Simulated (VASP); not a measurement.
Here is a VASP 6.6.1 calculation.

Contents of INCAR:

```
PREC = Accurate
ENCUT = 520
EDIFF = 1E-6
ISMEAR = -1
SIGMA = 0.1
LREAL = False
LASPH = True
NELM = 80
ALGO = Normal
ISIF = 2
LWAVE = False
LCHARG = True
GGA = PE
LELF = True
LVHAR = True
NBANDS = 13
```

KPOINTS

```
Automatic mesh
0
Gamma
  12 12 12
```

POSCAR

```
AlCo
1.0
    0.0000000000      2.6673642355      2.6673642355
    2.6673642355      0.0000000000      2.6673642355
    2.6673642355      2.6673642355      0.0000000000
Co Al
1 1
Direct
    0.0000000000      0.0000000000      0.0000000000
    0.2500000000      0.2500000000      0.2500000000
```

Potentials or basis: VASP PAW PBE potentials, release 64 (Co, Al).

Run with:

```bash
$ cat potpaw_PBE.64/Co/POTCAR potpaw_PBE.64/Al/POTCAR > POTCAR
$ mpirun -np 1 vasp_std > vasp.out
```

Problem. Predict the band gap on the k mesh.

Solution. Zero (bands 6 and 7 overlap by 0.07 eV).

Problem. Predict the pressure.

Solution. -0.1 GPa.

Caveat: the run has no spin polarisation, though such a crystal can be magnetic. Spin polarisation is off, so any magnetic state and its effect on volume and gap are missing.
